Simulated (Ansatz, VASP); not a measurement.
**CoO in VASP and in Ansatz**

```
CELL_PARAMETERS angstrom
0.00000 2.13150 2.13150
2.13150 0.00000 2.13150
2.13150 2.13150 0.00000
ATOMIC_POSITIONS crystal
Co 0.00000 0.00000 0.00000
O 0.50000 0.50000 0.50000
```

Alike in both runs: task relaxation of cell and atoms; functional BLYP; dispersion D4; k mesh 11 × 11 × 11; occupations fermi-dirac, width 0.05 eV; collinear spin.

```csv
,VASP,Ansatz
version,VASP 6.6.1,Ansatz 0.2.0
potentials or method,"VASP PAW PBE potentials, release 64 (Co, O), cutoff 600 eV","all-electron LAPW, scalar-relativistic"
```

Ansatz gave:

- net moment per atom (μB): 1.39
- size of the moment on the site where the two differ most (μB): 2.46
- relaxed volume (Å³/atom): 9.57
- relaxed cell length with the largest relative difference (Å): 3.003

Problem. What did VASP give for the same quantities?

Solution. net moment per atom (μB): 1.34; size of the moment on the site where the two differ most (μB): 2.39; relaxed volume (Å³/atom): 9.52; relaxed cell length with the largest relative difference (Å): 2.997.

VASP's potentials were made for PBE, not for BLYP. Site moments also hang on the region over which each program counts them. Ansatz ran all-electron here, and VASP with PAW potentials.
